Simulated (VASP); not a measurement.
# TiC (Fm-3m) in VASP: notebook, part 2 of 3

VASP 6.6.1.

## 3. Electric field gradients, PBEsol (9.53 Å³/atom)

File INCAR:

```
  ALGO = Normal
  EDIFF = 1E-8
  ENCUT = 520
  GGA = PS
  ISIF = 2
  ISMEAR = -1
  LASPH = T
  LCHARG = F
  LEFG = T
  LREAL = F
  LWAVE = F
  NBANDS = 15
  NELM = 100
  PREC = Accurate
  SIGMA = 0.03
```

File KPOINTS:

```
k-points
0
Gamma
  16 16 16
```

File POSCAR:

```
TiC
1.0
    0.0000000000      2.1198243393      2.1198243393
    2.1198243393      0.0000000000      2.1198243393
    2.1198243393      2.1198243393      0.0000000000
Ti C
1 1
Direct
    0.0000000000      0.0000000000      0.0000000000
    0.5000000000      0.5000000000      0.5000000000
```

Potentials or basis: VASP PAW PBE potentials, release 64 (Ti_sv, C).

The run is started by

```bash
cat potpaw_PBE.64/Ti_sv/POTCAR potpaw_PBE.64/C/POTCAR > POTCAR
mpirun -np 1 vasp_std > vasp.out
```

OUTCAR:

```text
EDIFF = 1E-8
   ENCUT = 520
   GGA = PS
   ISIF = 2
   ISMEAR = -1
   LASPH = T
   LREAL = F
   NELM = 100
   PREC = Accurate

 ion  position               nearest neighbor table
   1  0.000  0.000  0.000-   2 2.12   2 2.12   2 2.12   2 2.12   2 2.12   2 2.12
   2  0.500  0.500  0.500-   1 2.12   1 2.12   1 2.12   1 2.12   1 2.12   1 2.12

  LATTYP: Found a face centered cubic cell.
 ALAT       =     4.2396486786

  Lattice vectors:

 A1 = (   0.0000000000,   2.1198243393,   2.1198243393)
 A2 = (   2.1198243393,   0.0000000000,   2.1198243393)
 A3 = (   2.1198243393,   2.1198243393,   0.0000000000)

Analysis of symmetry for initial positions (statically):
=====================================================================
 Subroutine PRICEL returns:
 Original cell was already a primitive cell.

 Routine SETGRP: Setting up the symmetry group for a
 face centered cubic supercell.

 Subroutine GETGRP returns: Found 48 space group operations
 (whereof 48 operations were pure point group operations)
 out of a pool of 48 trial point group operations.

The static configuration has the point symmetry O_h .

Analysis of symmetry for dynamics (positions and initial velocities):
=====================================================================
 Subroutine PRICEL returns:
 Original cell was already a primitive cell.

 Routine SETGRP: Setting up the symmetry group for a
 face centered cubic supercell.

 Subroutine GETGRP returns: Found 48 space group operations
 (whereof 48 operations were pure point group operations)
 out of a pool of 48 trial point group operations.

The dynamic configuration has the point symmetry O_h .

 Subroutine INISYM returns: Found 48 space group operations
 (whereof 48 operations are pure point group operations),
 and found     1 'primitive' translations

----------------------------------------------------------------------------------------

                                     Primitive cell

  volume of cell :      19.0515

  direct lattice vectors                    reciprocal lattice vectors
     0.000000000  2.119824339  2.119824339    -0.235868600  0.235868600  0.235868600
     2.119824339  0.000000000  2.119824339     0.235868600 -0.235868600  0.235868600
     2.119824339  2.119824339  0.000000000     0.235868600  0.235868600 -0.235868600

  length of vectors
     2.997884330  2.997884330  2.997884330     0.408536400  0.408536400  0.408536400

  position of ions in fractional coordinates (direct lattice)
     0.000000000  0.000000000  0.000000000
     0.500000000  0.500000000  0.500000000

  ion indices of the primitive-cell ions
   primitive index   ion index
                 1           1
                 2           2

----------------------------------------------------------------------------------------

 KPOINTS: k-points

Automatic generation of k-mesh.
 Grid dimensions read from file:
 generate k-points for:   16   16   16

 Generating k-lattice:

  Cartesian coordinates                     Fractional coordinates (reciprocal lattice)
    -0.014741788  0.014741788  0.014741788     0.062500000  0.000000000  0.000000000
     0.014741788 -0.014741788  0.014741788     0.000000000  0.062500000  0.000000000
[... 80 lines left out ...]
  Fermi-wavevector in a.u.,A,eV,Ry     =   1.544561  2.918796 32.458976  2.385667
  Thomas-Fermi vector in A             =   2.650064
   LORBIT       =      0    0 simple, 1 ext, 2 COOP (PROOUT), +10 PAW based schemes
   GGA     = PS    functional components
   LHFCALC =     F    Hartree Fock is set to
   AEXX    =    0.0000 exact exchange contribution
   IVDW    =     0    specifies the selected vdW correction
   LEPSILON=     F    determine dielectric tensor
   LRPA    =     F    only Hartree local field effects (RPA)
 non-spin polarized calculation
  energy-cutoff  :      520.00
  volume of cell :       19.05
 maximum number of plane-waves:       533
   NGX = 11   NGY = 11   NGZ = 11

 number of electron      16.0000002 magnetization

 Free energy of the ion-electron system (eV)
  ---------------------------------------------------
  ext. energy  EPLUGINS =         0.00000000
  ---------------------------------------------------
  free energy    TOTEN  =       -19.77641007 eV

  energy without entropy =      -19.77521542  energy(sigma->0) =      -19.77581274

 E-fermi :  10.0582     XC(G=0): -13.1966

 val. band max:       10.0521400730   @ k =   0.1250   0.0625   0.0000
 cond. band min:      10.1094380086   @ k =   0.5000   0.5000   0.0000
 fundamental gap:      0.0572979356
 Fermi energy:        10.0581785767

 k-point     1 :       0.0000    0.0000    0.0000
  band No.  band energies     occupation
      1     -46.0694      2.00000
      2     -22.1573      2.00000
      3     -22.1573      2.00000
      4     -22.1573      2.00000
      5      -2.5912      2.00000
      6      10.7567      0.00000
      7      10.7567      0.00000
      8      10.7567      0.00000
      9      11.8609      0.00000
     10      11.8609      0.00000
     11      11.8609      0.00000
     12      11.9384      0.00000
     13      11.9384      0.00000
     14      21.5221      0.00000
[... 401 lines left out ...]
      2     -22.2183      2.00000
      3     -22.1740      2.00000
      4     -22.1586      2.00000
      5      -2.3361      2.00000
      6       9.8282      1.99906
      7       9.9955      1.77945
      8      10.0388      1.31215
      9      10.8789      0.00000
     10      11.5423      0.00000
     11      12.4865      0.00000
     12      13.1325      0.00000
     13      14.0494      0.00000
     14      21.9115      0.00000
     15      24.4251      0.00000

 [... further k-points ...]

------------------------ aborting loop because EDIFF is reached ----------------------------------------

  FORCE on cell =-STRESS in cart. coord.  units (eV):
  Direction    XX          YY          ZZ          XY          YZ          ZX
  --------------------------------------------------------------------------------------
  -------------------------------------------------------------------------------------
  Total        1.3175280      1.3175280      1.3175280     -0.0000000      0.0000000      0.0000000
  in kB      110.8002660    110.8002660    110.8002660     -0.0000000      0.0000000      0.0000000
  external PRESSURE =     110.8002660 kB  Pullay stress =       0.0000000 kB

 VOLUME and BASIS-vectors are now :
 -----------------------------------------------------------------------------
  energy-cutoff  :      520.00
  volume of cell :       19.05
      direct lattice vectors                 reciprocal lattice vectors
     0.000000000  2.119824339  2.119824339    -0.235868600  0.235868600  0.235868600
     2.119824339  0.000000000  2.119824339     0.235868600 -0.235868600  0.235868600
     2.119824339  2.119824339  0.000000000     0.235868600  0.235868600 -0.235868600

 POSITION                                       TOTAL-FORCE (eV/Angst)
 -----------------------------------------------------------------------------------
      0.00000      0.00000      0.00000        -0.000000     -0.000000     -0.000000
      2.11982      2.11982      2.11982         0.000000      0.000000      0.000000
 -----------------------------------------------------------------------------------
    total drift:                                0.000000     -0.000000     -0.000000

  FREE ENERGIE OF THE ION-ELECTRON SYSTEM (eV)
  ---------------------------------------------------
  free  energy   TOTEN  =       -19.7764100725 eV

  energy  without entropy=      -19.7752154172  energy(sigma->0) =      -19.77581274

 Electric field gradients (V/A^2)
---------------------------------------------------------------------
 ion       V_xx      V_yy      V_zz      V_xy      V_xz      V_yz
---------------------------------------------------------------------
   1      -0.000     0.000     0.000     0.001     0.001     0.001
   2      -0.000    -0.000    -0.000    -0.000    -0.000    -0.000
---------------------------------------------------------------------

 Electric field gradients after diagonalization (V/A^2)
 (convention: |V_zz| > |V_xx| > |V_yy|)
----------------------------------------------------------------------
 ion       V_xx      V_yy      V_zz     asymmetry (V_yy - V_xx)/ V_zz
----------------------------------------------------------------------
   1      -0.001    -0.001     0.002       0.000
   2       0.000     0.000    -0.000       0.000
----------------------------------------------------------------------

           NMR quadrupolar parameters

 Cq : quadrupolar parameter    Cq=e*Q*V_zz/h
 eta: asymmetry parameters     (V_yy - V_xx)/ V_zz
 Q  : nuclear electric quadrupole moment in mb (millibarn)
----------------------------------------------------------------------
 ion       Cq(MHz)       eta       Q (mb)
----------------------------------------------------------------------
   1       0.000       0.000       1.000
   2      -0.000       0.000       1.000
----------------------------------------------------------------------
```

OSZICAR:

```text
N       E                     dE             d eps       ncg     rms          rms(c)
DAV:   1     0.115152736276E+03    0.11515E+03   -0.79113E+03  4381   0.128E+03
DAV:   2    -0.178765551068E+02   -0.13303E+03   -0.12500E+03  4644   0.335E+02
DAV:   3    -0.248088572414E+02   -0.69323E+01   -0.68158E+01  5563   0.758E+01
DAV:   4    -0.250275689359E+02   -0.21871E+00   -0.21854E+00  5407   0.122E+01
DAV:   5    -0.250323824659E+02   -0.48135E-02   -0.48110E-02  5628   0.157E+00    0.199E+01
DAV:   6    -0.202230640616E+02    0.48093E+01   -0.10652E+01  6185   0.564E+01    0.645E+00
DAV:   7    -0.198002324485E+02    0.42283E+00   -0.16635E+00  5103   0.184E+01    0.551E+00
DAV:   8    -0.197730489249E+02    0.27184E-01   -0.13606E-01  5029   0.497E+00    0.193E+00
DAV:   9    -0.197806043401E+02   -0.75554E-02   -0.47179E-02  5759   0.194E+00    0.101E+00
DAV:  10    -0.197772864722E+02    0.33179E-02   -0.74804E-03  5377   0.125E+00    0.523E-01
DAV:  11    -0.197764491260E+02    0.83735E-03   -0.21863E-03  4966   0.703E-01    0.427E-02
DAV:  12    -0.197764099160E+02    0.39210E-04   -0.20161E-04  4952   0.216E-01    0.128E-02
DAV:  13    -0.197764106674E+02   -0.75137E-06   -0.60675E-06  5148   0.270E-02    0.710E-03
DAV:  14    -0.197764101363E+02    0.53108E-06   -0.18453E-06  5064   0.208E-02    0.442E-03
DAV:  15    -0.197764100936E+02    0.42725E-07   -0.84873E-08  6564   0.268E-03    0.259E-04
DAV:  16    -0.197764100683E+02    0.25276E-07   -0.60088E-09  3886   0.703E-04    0.191E-04
DAV:  17    -0.197764100725E+02   -0.41916E-08   -0.98333E-10  2679   0.308E-04
   1 F= -.19776410E+02 E0= -.19775813E+02  d E =-.119466E-02
```

Wall time 39 s (1 thread of Intel Xeon 8259CL, shared host); peak memory 0.17 GiB.

Results:

| Property | Result |
| --- | --- |
| Free energy | -19.7764 eV |
| Pressure | 11.1 GPa |
| Band gap on the k mesh | zero (bands 8 and 9 overlap by 1.10 eV) |
| Largest electric field gradient by atom | under 0.05 V/Å² on every atom |

Caveat: the cell stands under pressure; the PAW data sets were made with another functional, which shifts forces and pressure a little.

[end of part 2 of 3]

The gap in the log of VASP goes by the Fermi energy; the results here count the filled bands.